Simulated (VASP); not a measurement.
# CuNiSO (P4/nmm) in VASP: density of states with PBE

Aim: the density of states of CuNiSO with PBE.

Everything below comes from runs of VASP 6.6.1. Logs are shortened: lines on timing, memory, paths and dates and some standing lists are left out, and cuts for length are marked.

## 1. The cell of the first run

The structure is tetragonal, space group P4/nmm (No. 129). The conventional cell has a = 3.843 Å, b = 3.843 Å, c = 8.692 Å, α = 90.00°, β = 90.00°, γ = 90.00°. Cu (site symmetry -4m2) has 4 S at 2.35 Å and 4 Cu at 2.72 Å within 3.1 Å. S (site symmetry 4mm) has 4 Cu at 2.35 Å within 3.1 Å. Within 2.7 Å of Ni (site symmetry -4m2) lie 4 O at 2.03 Å. O (site symmetry 4mm) has 4 Ni at 2.03 Å within 2.7 Å.

## 2. Density of states, PBE

Input file POSCAR:

```
CuNiSO
1.0
    3.8425920000      0.0000000000      0.0000000000
    0.0000000000      3.8425920000      0.0000000000
    0.0000000000      0.0000000000      8.6918030000
Cu S Ni O
2 2 2 2
Direct
    0.7500000000      0.2500000000      0.5000000000
    0.2500000000      0.7500000000      0.5000000000
    0.2500000000      0.2500000000      0.3442000000
    0.7500000000      0.7500000000      0.6558000000
    0.2500000000      0.7500000000      0.0000000000
    0.7500000000      0.2500000000      0.0000000000
    0.2500000000      0.2500000000      0.9256000000
    0.7500000000      0.7500000000      0.0744000000
```

Input file INCAR.step1:

```
SYSTEM = CuNiSO
PREC = Accurate
ENCUT = 520
EDIFF = 1E-6
ISMEAR = -1
SIGMA = 0.1
LREAL = .FALSE.
LASPH = .TRUE.
NELM = 80
ALGO = Normal
ISIF = 2
LWAVE = .FALSE.
LCHARG = .TRUE.
LMAXMIX = 4
GGA = PE
NBANDS = 43
```

Input file KPOINTS.step1:

```
Automatic mesh
0
G
  9 9 4
  0 0 0
```

Input file INCAR.step2:

```
SYSTEM = CuNiSO
PREC = Accurate
ENCUT = 520
EDIFF = 1E-6
ISMEAR = -5
SIGMA = 0.1
LREAL = .FALSE.
LASPH = .TRUE.
NELM = 80
ALGO = Normal
ISIF = 2
LWAVE = .FALSE.
LCHARG = .FALSE.
LMAXMIX = 4
GGA = PE
LORBIT = 11
NEDOS = 2001
ICHARG = 11
```

Input file KPOINTS.step2:

```
Automatic mesh
0
G
  14 14 6
  0 0 0
```

Potentials or basis: VASP PAW PBE potentials, release 64 (Cu, S, Ni, O).

Launch:

```bash
cat potpaw_PBE.64/Cu/POTCAR potpaw_PBE.64/S/POTCAR potpaw_PBE.64/Ni/POTCAR potpaw_PBE.64/O/POTCAR > POTCAR
cp INCAR.step1 INCAR
cp KPOINTS.step1 KPOINTS
mpirun -np 1 vasp_std > vasp.out
cp INCAR.step2 INCAR
cp KPOINTS.step2 KPOINTS
mpirun -np 1 vasp_std > vasp.out
```

OUTCAR:

```text
SYSTEM = CuNiSO
   PREC = Accurate
   ENCUT = 520
   EDIFF = 1E-6
   ISMEAR = -5
   LREAL = .FALSE.
   LASPH = .TRUE.
   NELM = 80
   ISIF = 2
   GGA = PE
   LORBIT = 11
   ICHARG = 11

 ion  position               nearest neighbor table
   1  0.750  0.250  0.500-   3 2.35   4 2.35   4 2.35   3 2.35   2 2.72   2 2.72   2 2.72   2 2.72

   2  0.250  0.750  0.500-   3 2.35   4 2.35   3 2.35   4 2.35   1 2.72   1 2.72   1 2.72   1 2.72

   3  0.250  0.250  0.344-   1 2.35   2 2.35   2 2.35   1 2.35
   4  0.750  0.750  0.656-   1 2.35   2 2.35   1 2.35   2 2.35
   5  0.250  0.750  0.000-   7 2.03   8 2.03   7 2.03   8 2.03   6 2.72   6 2.72   6 2.72   6 2.72

   6  0.750  0.250  0.000-   7 2.03   8 2.03   8 2.03   7 2.03   5 2.72   5 2.72   5 2.72   5 2.72

   7  0.250  0.250  0.926-   5 2.03   6 2.03   5 2.03   6 2.03
   8  0.750  0.750  0.074-   5 2.03   6 2.03   6 2.03   5 2.03

  LATTYP: Found a simple tetragonal cell.
 ALAT       =     3.8425920000
 C/A-ratio  =     2.2619635392

  Lattice vectors:

 A1 = (   3.8425920000,   0.0000000000,   0.0000000000)
 A2 = (   0.0000000000,   3.8425920000,   0.0000000000)
 A3 = (   0.0000000000,   0.0000000000,   8.6918030000)

Analysis of symmetry for initial positions (statically):
=====================================================================
 Subroutine PRICEL returns:
 Original cell was already a primitive cell.

 Routine SETGRP: Setting up the symmetry group for a
 simple tetragonal supercell.

 Subroutine GETGRP returns: Found 16 space group operations
 (whereof  4 operations were pure point group operations)
 out of a pool of 16 trial point group operations.

The static configuration has the point symmetry C_2h.
 The point group associated with its full space group is D_4h.

Analysis of symmetry for dynamics (positions and initial velocities):
=====================================================================
 Subroutine PRICEL returns:
 Original cell was already a primitive cell.

 Routine SETGRP: Setting up the symmetry group for a
 simple tetragonal supercell.

 Subroutine GETGRP returns: Found 16 space group operations
 (whereof  4 operations were pure point group operations)
 out of a pool of 16 trial point group operations.

The dynamic configuration has the point symmetry C_2h.
 The point group associated with its full space group is D_4h.

[... 127 lines left out ...]
   ISMEAR =    -5;   SIGMA  =   0.10  broadening in eV -4-tet -1-fermi 0-gaus
   EFERMI_NEDOS =   21; number of points for ismear=-14 and -15
   IALGO  =     38    algorithm
   IMIX   =      4    mixing-type and parameters
     AMIX     =   0.40;   BMIX     =  1.00
     AMIX_MAG =   1.60;   BMIX_MAG =  1.00
  volume/ion in A,a.u.               =      16.04       108.26
  Fermi-wavevector in a.u.,A,eV,Ry     =   1.311606  2.478576 23.406236  1.720310
  Thomas-Fermi vector in A             =   2.442056
   LORBIT       =     11    0 simple, 1 ext, 2 COOP (PROOUT), +10 PAW based schemes
   GGA     = PE    functional components
   LHFCALC =     F    Hartree Fock is set to
   AEXX    =    0.0000 exact exchange contribution
   IVDW    =     0    specifies the selected vdW correction
   LEPSILON=     F    determine dielectric tensor
   LRPA    =     F    only Hartree local field effects (RPA)
 non-spin polarized calculation
 Fermi weights with tetrahedron method with Bloechl corrections
  energy-cutoff  :      520.00
  volume of cell :      128.34
 maximum number of plane-waves:      3520
 NGX is ok and might be reduce to    30

 number of electron      65.9999986 magnetization

 Free energy of the ion-electron system (eV)
  ---------------------------------------------------
  ext. energy  EPLUGINS =         0.00000000
  ---------------------------------------------------
  free energy    TOTEN  =       -37.89377910 eV

  energy without entropy =      -37.89377910  energy(sigma->0) =      -37.89377910

 E-fermi :   3.5617     XC(G=0):  -9.9784

 val. band max:        3.5739112693   @ k =   0.4286   0.0000   0.3333
 cond. band min:       3.5460247560   @ k =   0.5000   0.0714   0.3333
 fundamental gap:     -0.0278865133
 Fermi energy:         3.5617465574

 k-point     1 :       0.0000    0.0000    0.0000
  band No.  band energies     occupation
      1     -15.3089      2.00000
      2     -14.6026      2.00000
      3      -9.6827      2.00000
      4      -8.7805      2.00000
      5      -1.3619      2.00000
      6      -1.3619      2.00000
[... 997 lines left out ...]
     38       8.7881      0.00000
     39       9.1504      0.00000

 [... further k-points ...]

------------------------ aborting loop because EDIFF is reached ----------------------------------------

  FORCE on cell =-STRESS in cart. coord.  units (eV):
  Direction    XX          YY          ZZ          XY          YZ          ZX
  --------------------------------------------------------------------------------------
  -------------------------------------------------------------------------------------
  Total       -6.3262456     -6.3262456     -3.6604936     -0.0000000      0.0000000      0.0000000
  in kB      -78.9765587    -78.9765587    -45.6974338     -0.0000000      0.0000000      0.0000000
  external PRESSURE =     -67.8835171 kB  Pullay stress =       0.0000000 kB

 VOLUME and BASIS-vectors are now :
 -----------------------------------------------------------------------------
  energy-cutoff  :      520.00
  volume of cell :      128.34
      direct lattice vectors                 reciprocal lattice vectors
     3.842592000  0.000000000  0.000000000     0.260241004  0.000000000  0.000000000
     0.000000000  3.842592000  0.000000000     0.000000000  0.260241004  0.000000000
     0.000000000  0.000000000  8.691803000     0.000000000  0.000000000  0.115050928

 POSITION                                       TOTAL-FORCE (eV/Angst)
 -----------------------------------------------------------------------------------
      2.88194      0.96065      4.34590         0.000000      0.000000      0.000000
      0.96065      2.88194      4.34590        -0.000000      0.000000      0.000000
      0.96065      0.96065      2.99172         0.000000      0.000000      0.511972
      2.88194      2.88194      5.70008         0.000000      0.000000     -0.511972
      0.96065      2.88194      0.00000        -0.000000     -0.000000      0.000000
      2.88194      0.96065      0.00000        -0.000000      0.000000      0.000000
      0.96065      0.96065      8.04513        -0.000000      0.000000      1.716509
      2.88194      2.88194      0.64667         0.000000      0.000000     -1.716509
 -----------------------------------------------------------------------------------
    total drift:                                0.000000     -0.000000      0.000000

  FREE ENERGIE OF THE ION-ELECTRON SYSTEM (eV)
  ---------------------------------------------------
  free  energy   TOTEN  =       -37.8937790996 eV

  energy  without entropy=      -37.8937790996  energy(sigma->0) =      -37.89377910

 total charge

# of ion       s       p       d       tot
------------------------------------------
    1        0.383   0.386   9.171   9.940
    2        0.383   0.386   9.171   9.940
    3        1.351   2.287   0.000   3.638
    4        1.351   2.287   0.000   3.638
    5        0.345   0.354   8.268   8.966
    6        0.345   0.354   8.268   8.966
    7        1.576   3.280   0.000   4.856
    8        1.576   3.280   0.000   4.856
--------------------------------------------------
tot          7.310  12.614  34.877  54.801
```

OUTCAR.step1:

```text
SYSTEM = CuNiSO
   PREC = Accurate
   ENCUT = 520
   EDIFF = 1E-6
   ISMEAR = -1
   LREAL = .FALSE.
[... 1356 lines left out ...]
      2.88194      0.96065      0.00000         0.000000     -0.000000      0.000000
      0.96065      0.96065      8.04513         0.000000     -0.000000      1.714524
      2.88194      2.88194      0.64667         0.000000      0.000000     -1.714524
 -----------------------------------------------------------------------------------
    total drift:                                0.000000      0.000000     -0.000000

  FREE ENERGIE OF THE ION-ELECTRON SYSTEM (eV)
  ---------------------------------------------------
  free  energy   TOTEN  =       -38.0375413414 eV

  energy  without entropy=      -37.7395480275  energy(sigma->0) =      -37.88854468
```

Run time: 15 min. Hardware: 1 thread of Oxide Virtual Turin-like, shared host; peak memory 0.68 GiB.

What came out:

```yaml
Valence_electrons_inside_the_program's_atomic_spheres: Cu 9.94; S 3.64; Ni 8.97; O 4.86
```

Caveat: the run has no spin polarisation, though such a crystal can be magnetic; semilocal functionals often make such compounds metallic where correlation or magnetic order opens a gap, which also shifts bond lengths; tetrahedron occupations give inexact forces and stress in metals.
